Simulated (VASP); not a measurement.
# BaTiO3 (Amm2) in VASP: single point with PBE

Aim: the single point of BaTiO3 with PBE.

Everything below comes from runs of VASP 6.6.1. Logs are shortened: lines on timing, memory, paths and dates and some standing lists are left out, and cuts for length are marked.

### 1 The cell of the first run

Symmetry: Amm2, No. 38, orthorhombic system. Conventional cell: a = 3.983 Å, b = 5.725 Å, c = 5.751 Å, α = 90.00°, β = 90.00°, γ = 90.00°. Within 3.7 Å of Ba (site symmetry mm2) lie 12 O at 2.79 to 2.96 Å and 8 Ti at 3.43 to 3.57 Å. Within 2.5 Å of Ti (site symmetry mm2) lie 6 O at 1.87 to 2.19 Å. Within 2.5 Å of O (site symmetry m) lie 2 Ti at 1.87 to 2.19 Å. Within 2.6 Å of O (site symmetry mm2) lie 2 Ti at 2.00 Å.

### 2 Single point, PBE

INCAR reads:

```
SYSTEM = BaTiO3
PREC = Accurate
ENCUT = 1340
EDIFF = 1E-6
ISMEAR = 0
SIGMA = 0.1
LREAL = .False.
LASPH = .True.
NELM = 120
ALGO = Normal
ISIF = 2
LWAVE = .False.
LCHARG = .False.
GGA = PE
NBANDS = 28
GGA_COMPAT = .False.
```

KPOINTS reads:

```
Automatic mesh
0
Gamma
  4 4 4
  0 0 0
```

POSCAR reads:

```
BaTiO3
1.0
    3.9833340000      0.0000000000      0.0000000000
    0.0000000000      2.8625950000      2.8753400000
    0.0000000000     -2.8625950000      2.8753400000
Ba Ti O
1 1 3
Direct
    0.0000000000      0.0034140000      0.0034140000
    0.5000000000      0.5185040000      0.5185040000
    0.5000000000      0.9784260000      0.4913520000
    0.5000000000      0.4913520000      0.9784260000
    0.0000000000      0.4882050000      0.4882050000
```

Potentials or basis: VASP PAW PBE potentials, release 64 (Ba_sv, Ti_sv, O_h).

Command:

```console
cat potpaw_PBE.64/Ba_sv/POTCAR potpaw_PBE.64/Ti_sv/POTCAR potpaw_PBE.64/O_h/POTCAR > POTCAR
mpirun -np 1 vasp_std > vasp.out
```

OUTCAR:

```text
SYSTEM = BaTiO3
   PREC = Accurate
   ENCUT = 1340
   EDIFF = 1E-6
   ISMEAR = 0
   LREAL = .False.
   LASPH = .True.
   NELM = 120
   ISIF = 2
   GGA = PE

 ion  position               nearest neighbor table
   1  0.000  0.003  0.003-   5 2.79   4 2.81   3 2.81   3 2.81   4 2.81   5 2.86   5 2.86   4 2.88
                             3 2.88   3 2.88   4 2.88   5 2.96   2 3.43   2 3.43   2 3.49   2 3.49
   2  0.500  0.519  0.519-   3 1.87   4 1.87   5 2.00   5 2.00   3 2.19   4 2.19   1 3.43   1 3.43
                             1 3.49   1 3.49   1 3.49   1 3.49   1 3.57   1 3.57
   3  0.500  0.978  0.491-   2 1.87   2 2.19   1 2.81   1 2.81   1 2.88   1 2.88
   4  0.500  0.491  0.978-   2 1.87   2 2.19   1 2.81   1 2.81   1 2.88   1 2.88
   5  0.000  0.488  0.488-   2 2.00   2 2.00   1 2.79   1 2.86   1 2.86   1 2.96

  LATTYP: Found a base centered orthorhombic cell.
 ALAT       =     5.7251900000
 B/A-ratio  =     1.0044522540
 C/A-ratio  =     0.6957557740

  Lattice vectors:

 A1 = (   0.0000000000,   2.8625950000,  -2.8753400000)
 A2 = (   0.0000000000,   2.8625950000,   2.8753400000)
 A3 = (   3.9833340000,   0.0000000000,   0.0000000000)

Analysis of symmetry for initial positions (statically):
=====================================================================
 Subroutine PRICEL returns:
 Original cell was already a primitive cell.

 Routine SETGRP: Setting up the symmetry group for a
 base centered orthorhombic supercell.

 Subroutine GETGRP returns: Found  4 space group operations
 (whereof  4 operations were pure point group operations)
 out of a pool of  8 trial point group operations.

The static configuration has the point symmetry C_2v.

Analysis of symmetry for dynamics (positions and initial velocities):
=====================================================================
 Subroutine PRICEL returns:
 Original cell was already a primitive cell.

 Routine SETGRP: Setting up the symmetry group for a
 base centered orthorhombic supercell.

 Subroutine GETGRP returns: Found  4 space group operations
 (whereof  4 operations were pure point group operations)
 out of a pool of  8 trial point group operations.

The dynamic configuration has the point symmetry C_2v.

 Subroutine INISYM returns: Found  4 space group operations
 (whereof  4 operations are pure point group operations),
 and found     1 'primitive' translations

[... 95 lines left out ...]
   NELM   =    120;   NELMIN=  2; NELMDL= -5     # of ELM steps
   EDIFF  = 0.1E-05   stopping-criterion for ELM
   LREAL  =      F    real-space projection
   EDIFFG = 0.1E-04   stopping-criterion for IOM
   NSW    =      0    number of steps for IOM
   IBRION =     -1    ionic relax: 0-MD 1-quasi-New 2-CG
   NFREE  =      0    steps in history (QN), initial steepest desc. (CG)
   ISIF   =      2    stress and relaxation
   ISYM   =      2    0-nonsym 1-usesym 2-fastsym
   POTIM  = 0.5000    time-step for ionic-motion
   TEBEG  =    0.0;   TEEND  =   0.0 temperature during run
   PSTRESS=    0.0 pullay stress
   NELECT =      40.0000    total number of electrons
   NUPDOWN=      -1.0000    fix difference up-down
   EMIN   =  10.00;   EMAX   =-10.00  energy-range for DOS
   EFERMI =   0.00;   METHOD = LEGACY
   ISMEAR =     0;   SIGMA  =   0.10  broadening in eV -4-tet -1-fermi 0-gaus
   EFERMI_NEDOS =   21; number of points for ismear=-14 and -15
   IALGO  =     38    algorithm
   IMIX   =      4    mixing-type and parameters
     AMIX     =   0.40;   BMIX     =  1.00
     AMIX_MAG =   1.60;   BMIX_MAG =  1.00
  volume/ion in A,a.u.               =      13.11        88.50
  Fermi-wavevector in a.u.,A,eV,Ry     =   1.388416  2.623725 26.227930  1.927698
  Thomas-Fermi vector in A             =   2.512544
   LORBIT       =      0    0 simple, 1 ext, 2 COOP (PROOUT), +10 PAW based schemes
   GGA     = PE    functional components
   LHFCALC =     F    Hartree Fock is set to
   AEXX    =    0.0000 exact exchange contribution
   IVDW    =     0    specifies the selected vdW correction
   LEPSILON=     F    determine dielectric tensor
   LRPA    =     F    only Hartree local field effects (RPA)
 non-spin polarized calculation
 Gauss-broadening in eV      SIGMA  =   0.10
  energy-cutoff  :     1340.00
  volume of cell :       65.57
 maximum number of plane-waves:      7318
 NGX is ok and might be reduce to    48
   NGX = 23   NGY = 25   NGZ = 25

 number of electron      40.0000000 magnetization

 Free energy of the ion-electron system (eV)
  ---------------------------------------------------
  ext. energy  EPLUGINS =         0.00000000
  ---------------------------------------------------
  free energy    TOTEN  =       -40.05951643 eV

  energy without entropy =      -40.05951643  energy(sigma->0) =      -40.05951643

 E-fermi :   4.6445     XC(G=0): -11.1275

 val. band max:        4.0097634558   @ k =   0.5000   0.5000   0.5000
 cond. band min:       6.1620795342   @ k =   0.0000   0.0000   0.0000
 fundamental gap:      2.1523160783
 Fermi energy:         4.6445438491

 k-point     1 :       0.0000    0.0000    0.0000
  band No.  band energies     occupation
      1     -52.4335      2.00000
      2     -28.6926      2.00000
      3     -28.6910      2.00000
      4     -28.6382      2.00000
      5     -20.8967      2.00000
      6     -12.8217      2.00000
[... 640 lines left out ...]
     27      11.7901      0.00000
     28      11.8581      0.00000

------------------------ aborting loop because EDIFF is reached ----------------------------------------

  FORCE on cell =-STRESS in cart. coord.  units (eV):
  Direction    XX          YY          ZZ          XY          YZ          ZX
  --------------------------------------------------------------------------------------
  -------------------------------------------------------------------------------------
  Total        1.1426074      1.1321548      1.0932609      0.0000000      0.0000000      0.0000000
  in kB       27.9178369     27.6624460     26.7121322      0.0000000      0.0000000      0.0000000
  external PRESSURE =      27.4308050 kB  Pullay stress =       0.0000000 kB

 VOLUME and BASIS-vectors are now :
 -----------------------------------------------------------------------------
  energy-cutoff  :     1340.00
  volume of cell :       65.57
      direct lattice vectors                 reciprocal lattice vectors
     3.983334000  0.000000000  0.000000000     0.251045983  0.000000000  0.000000000
     0.000000000  2.862595000  2.875340000     0.000000000  0.174666692  0.173892479
     0.000000000 -2.862595000  2.875340000     0.000000000 -0.174666692  0.173892479

 POSITION                                       TOTAL-FORCE (eV/Angst)
 -----------------------------------------------------------------------------------
      0.00000      0.00000      0.01963         0.000000      0.000000      0.016390
      1.99167      0.00000      2.98175         0.000000      0.000000      0.155785
      1.99167      1.39430      4.22611         0.000000      0.018754     -0.052839
      1.99167     -1.39430      4.22611         0.000000     -0.018754     -0.052839
      0.00000      0.00000      2.80751         0.000000      0.000000     -0.066497
 -----------------------------------------------------------------------------------
    total drift:                                0.000000     -0.000000     -0.000367

  FREE ENERGIE OF THE ION-ELECTRON SYSTEM (eV)
  ---------------------------------------------------
  free  energy   TOTEN  =       -40.0595164341 eV

  energy  without entropy=      -40.0595164341  energy(sigma->0) =      -40.05951643
```

stdout:

```text
POSCAR found type information on POSCAR BaTiO
 POSCAR found :  3 types and       5 ions
 scaLAPACK will be used
 LDA part: xc-table for (Slater+PW92), standard interpolation
 POSCAR, INCAR and KPOINTS ok, starting setup
 FFT: planning ... GRIDC
 FFT: planning ... GRID_SOFT
 FFT: planning ... GRID
 WAVECAR not read
 entering main loop
```

Wall time 97 s (1 thread of Intel Xeon Platinum 8375C at 2.90GHz (Ice Lake), shared host); peak memory 0.43 GiB.

Results:

| Quantity | Value |
| --- | --- |
| Free energy | -40.0595 eV |
| Pressure | 2.7 GPa |
| Largest force | 0.156 eV/Å |
| Band gap on the k mesh | 2.15 eV (least direct gap 2.57 eV) |

Forces in eV/Å, atoms in the order of the input:
```
Ba   0.000  0.000  0.016
Ti   0.000  0.000  0.156
O    0.000  0.019 -0.053
O    0.000 -0.019 -0.053
O    0.000  0.000 -0.066
```

Caveat: spin-orbit coupling is left out, which moves the levels of the heavy elements. A k mesh can miss the band edges.
